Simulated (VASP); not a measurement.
# GaAs (km) (F-43m) in VASP: single point with PBEsol

Aim: the single point of GaAs (km) with PBEsol.

All numbers are computed with VASP 6.6.1; they aren't measurements. Logs are shortened: lines on timing, memory, paths and dates and some standing lists are left out, and cuts for length are marked.

## 1. The cell of the first run

Symmetry: F-43m, No. 216, cubic system. The conventional cell has a = 5.660 Å, b = 5.660 Å, c = 5.660 Å, α = 90.00°, β = 90.00°, γ = 90.00°. Ga (site symmetry -43m) has 4 As at 2.45 Å within 3.2 Å. Within 3.2 Å of As (site symmetry -43m) lie 4 Ga at 2.45 Å.

## 2. Single point, PBEsol

The input, INCAR:

```
PREC = Accurate
ENCUT = 500
EDIFF = 1E-6
ISMEAR = 0
SIGMA = 0.01
LREAL = False
LASPH = True
NELM = 120
ALGO = Normal
ISIF = 2
LWAVE = False
LCHARG = True
GGA = PS
LELF = True
LVHAR = True
NBANDS = 16
GGA_COMPAT = False
```

The input, KPOINTS:

```
Automatic mesh
0
Gamma
  4 4 4
```

The input, POSCAR:

```
GaAs
1.0
    0.0000000000      2.8297573507      2.8297573507
    2.8297573507      0.0000000000      2.8297573507
    2.8297573507      2.8297573507      0.0000000000
Ga As
1 1
Direct
    0.0000000000      0.0000000000      0.0000000000
    0.7500000000      0.7500000000      0.7500000000
```

Potentials or basis: VASP PAW PBE potentials, release 64 (Ga_d, As).

The run is started by

```sh
> cat potpaw_PBE.64/Ga_d/POTCAR potpaw_PBE.64/As/POTCAR > POTCAR
> mpirun -np 1 vasp_std > vasp.out
```

OUTCAR:

```text
PREC = Accurate
   ENCUT = 500
   EDIFF = 1E-6
   ISMEAR = 0
   LREAL = False
   LASPH = True
   NELM = 120
   ISIF = 2
   GGA = PS

 ion  position               nearest neighbor table
   1  0.000  0.000  0.000-   2 2.45   2 2.45   2 2.45   2 2.45
   2  0.750  0.750  0.750-   1 2.45   1 2.45   1 2.45   1 2.45

  LATTYP: Found a face centered cubic cell.
 ALAT       =     5.6595147014

  Lattice vectors:

 A1 = (   0.0000000000,   2.8297573507,   2.8297573507)
 A2 = (   2.8297573507,   0.0000000000,   2.8297573507)
 A3 = (   2.8297573507,   2.8297573507,   0.0000000000)

Analysis of symmetry for initial positions (statically):
=====================================================================
 Subroutine PRICEL returns:
 Original cell was already a primitive cell.

 Routine SETGRP: Setting up the symmetry group for a
 face centered cubic supercell.

 Subroutine GETGRP returns: Found 24 space group operations
 (whereof 24 operations were pure point group operations)
 out of a pool of 48 trial point group operations.

The static configuration has the point symmetry T_d .

Analysis of symmetry for dynamics (positions and initial velocities):
=====================================================================
 Subroutine PRICEL returns:
 Original cell was already a primitive cell.

 Routine SETGRP: Setting up the symmetry group for a
 face centered cubic supercell.

 Subroutine GETGRP returns: Found 24 space group operations
 (whereof 24 operations were pure point group operations)
 out of a pool of 48 trial point group operations.

The dynamic configuration has the point symmetry T_d .

 Subroutine INISYM returns: Found 24 space group operations
 (whereof 24 operations are pure point group operations),
 and found     1 'primitive' translations

----------------------------------------------------------------------------------------

                                     Primitive cell

  volume of cell :      45.3187

  direct lattice vectors                    reciprocal lattice vectors
     0.000000000  2.829757351  2.829757351    -0.176693595  0.176693595  0.176693595
     2.829757351  0.000000000  2.829757351     0.176693595 -0.176693595  0.176693595
     2.829757351  2.829757351  0.000000000     0.176693595  0.176693595 -0.176693595

  length of vectors
     4.001881224  4.001881224  4.001881224     0.306042284  0.306042284  0.306042284
[... 62 lines left out ...]
   ENCUT  =  500.0 eV  36.75 Ry    6.06 a.u.   7.30  7.30  7.30*2*pi/ulx,y,z
   NELM   =    120;   NELMIN=  2; NELMDL= -5     # of ELM steps
   EDIFF  = 0.1E-05   stopping-criterion for ELM
   LREAL  =      F    real-space projection
   EDIFFG = 0.1E-04   stopping-criterion for IOM
   NSW    =      0    number of steps for IOM
   IBRION =     -1    ionic relax: 0-MD 1-quasi-New 2-CG
   NFREE  =      0    steps in history (QN), initial steepest desc. (CG)
   ISIF   =      2    stress and relaxation
   ISYM   =      2    0-nonsym 1-usesym 2-fastsym
   POTIM  = 0.5000    time-step for ionic-motion
   TEBEG  =    0.0;   TEEND  =   0.0 temperature during run
   PSTRESS=    0.0 pullay stress
   NELECT =      18.0000    total number of electrons
   NUPDOWN=      -1.0000    fix difference up-down
   EMIN   =  10.00;   EMAX   =-10.00  energy-range for DOS
   EFERMI =   0.00;   METHOD = LEGACY
   ISMEAR =     0;   SIGMA  =   0.01  broadening in eV -4-tet -1-fermi 0-gaus
   EFERMI_NEDOS =   21; number of points for ismear=-14 and -15
   IALGO  =     38    algorithm
   IMIX   =      4    mixing-type and parameters
     AMIX     =   0.40;   BMIX     =  1.00
     AMIX_MAG =   1.60;   BMIX_MAG =  1.00
  volume/ion in A,a.u.               =      22.66       152.91
  Fermi-wavevector in a.u.,A,eV,Ry     =   1.203390  2.274078 19.703249  1.448148
  Thomas-Fermi vector in A             =   2.339145
   LORBIT       =      0    0 simple, 1 ext, 2 COOP (PROOUT), +10 PAW based schemes
   GGA     = PS    functional components
   LHFCALC =     F    Hartree Fock is set to
   AEXX    =    0.0000 exact exchange contribution
   IVDW    =     0    specifies the selected vdW correction
   LEPSILON=     F    determine dielectric tensor
   LRPA    =     F    only Hartree local field effects (RPA)
 non-spin polarized calculation
 Gauss-broadening in eV      SIGMA  =   0.01
  energy-cutoff  :      500.00
  volume of cell :       45.32
 maximum number of plane-waves:      1174
 NGX is ok and might be reduce to    30
   NGX = 15   NGY = 15   NGZ = 15

 number of electron      17.9999993 magnetization

 Free energy of the ion-electron system (eV)
  ---------------------------------------------------
  ext. energy  EPLUGINS =         0.00000000
  ---------------------------------------------------
  free energy    TOTEN  =        -8.90592600 eV

  energy without entropy =       -8.90592600  energy(sigma->0) =       -8.90592600

 E-fermi :   3.8702     XC(G=0):  -9.7354

 val. band max:        3.8277690426   @ k =   0.0000   0.0000   0.0000
 cond. band min:       4.2454635003   @ k =   0.0000   0.0000   0.0000
 fundamental gap:      0.4176944576
 Fermi energy:         3.8701928057

 k-point     1 :       0.0000    0.0000    0.0000
  band No.  band energies     occupation
      1     -11.0011      2.00000
      2     -11.0011      2.00000
      3     -11.0011      2.00000
      4     -10.9233      2.00000
      5     -10.9233      2.00000
      6      -8.9068      2.00000
[... 129 lines left out ...]
      3     -10.9571      2.00000
      4     -10.9342      2.00000
      5     -10.9193      2.00000
      6      -6.3249      2.00000
[... 8 lines left out ...]
     15      15.9503      0.00000
     16      17.0120      0.00000

------------------------ aborting loop because EDIFF is reached ----------------------------------------

  FORCE on cell =-STRESS in cart. coord.  units (eV):
  Direction    XX          YY          ZZ          XY          YZ          ZX
  --------------------------------------------------------------------------------------
  -------------------------------------------------------------------------------------
  Total        0.1070898      0.1070898      0.1070898      0.0000000      0.0000000      0.0000000
  in kB        3.7860037      3.7860037      3.7860037      0.0000000      0.0000000      0.0000000
  external PRESSURE =       3.7860037 kB  Pullay stress =       0.0000000 kB

 VOLUME and BASIS-vectors are now :
 -----------------------------------------------------------------------------
  energy-cutoff  :      500.00
  volume of cell :       45.32
      direct lattice vectors                 reciprocal lattice vectors
     0.000000000  2.829757351  2.829757351    -0.176693595  0.176693595  0.176693595
     2.829757351  0.000000000  2.829757351     0.176693595 -0.176693595  0.176693595
     2.829757351  2.829757351  0.000000000     0.176693595  0.176693595 -0.176693595

 POSITION                                       TOTAL-FORCE (eV/Angst)
 -----------------------------------------------------------------------------------
      0.00000      0.00000      0.00000         0.000000      0.000000      0.000000
      4.24464      4.24464      4.24464        -0.000000     -0.000000     -0.000000
 -----------------------------------------------------------------------------------
    total drift:                                0.000000      0.000000     -0.000000

  FREE ENERGIE OF THE ION-ELECTRON SYSTEM (eV)
  ---------------------------------------------------
  free  energy   TOTEN  =        -8.9059259976 eV

  energy  without entropy=       -8.9059259976  energy(sigma->0) =       -8.90592600
```

OSZICAR:

```text
N       E                     dE             d eps       ncg     rms          rms(c)
DAV:   1     0.718924037524E+02    0.71892E+02   -0.84942E+03   264   0.151E+03
DAV:   2    -0.356784964339E+01   -0.75460E+02   -0.71557E+02   296   0.280E+02
DAV:   3    -0.905547200591E+01   -0.54876E+01   -0.54703E+01   288   0.609E+01
DAV:   4    -0.913314746658E+01   -0.77675E-01   -0.77668E-01   320   0.795E+00
DAV:   5    -0.913436691545E+01   -0.12194E-02   -0.12194E-02   304   0.890E-01    0.300E+00
DAV:   6    -0.894320458104E+01    0.19116E+00   -0.25356E-01   400   0.954E+00    0.177E+00
DAV:   7    -0.890717072110E+01    0.36034E-01   -0.69760E-02   368   0.212E+00    0.556E-01
DAV:   8    -0.890557636500E+01    0.15944E-02   -0.11224E-02   320   0.119E+00    0.115E-01
DAV:   9    -0.890584429673E+01   -0.26793E-03   -0.82516E-04   304   0.345E-01    0.449E-02
DAV:  10    -0.890589542035E+01   -0.51124E-04   -0.66232E-05   360   0.848E-02    0.247E-02
DAV:  11    -0.890592606166E+01   -0.30641E-04   -0.35198E-05   256   0.599E-02    0.300E-03
DAV:  12    -0.890592599762E+01    0.64041E-07   -0.11567E-06   288   0.169E-02
   1 F= -.89059260E+01 E0= -.89059260E+01  d E =-.403622E-11
```

Run time: 16 s. Hardware: 1 thread of AMD EPYC 7R13, shared host; peak memory 0.13 GiB.

Results:

```yaml
Free_energy: -8.9059 eV
Pressure: 0.4 GPa
Band_gap_on_the_k_mesh: 0.42 eV, direct
```

Levels at points of the mesh, in eV from the valence-band top:
| k point | band 5 | band 6 | band 7 | band 8 | band 9 | band 10 | band 11 | band 12 | band 13 | band 14 |
| --- | --- | --- | --- | --- | --- | --- | --- | --- | --- | --- |
| (0.00, 0.00, 0.00) | -14.75 | -12.73 | 0.00 | 0.00 | 0.00 | 0.42 | 3.65 | 3.65 | 3.65 | 7.36 |
| (0.50, 0.00, 0.00) | -14.75 | -10.96 | -6.69 | -1.15 | -1.15 | 0.90 | 4.55 | 4.55 | 7.55 | 10.25 |
| (0.50, 0.50, 0.00) | -14.74 | -10.21 | -6.87 | -2.70 | -2.70 | 1.32 | 1.55 | 10.08 | 10.08 | 10.85 |

Caveat: the k points lie up to 0.48 Å⁻¹ apart; the PAW data sets were made with another functional, which shifts forces and pressure a little.
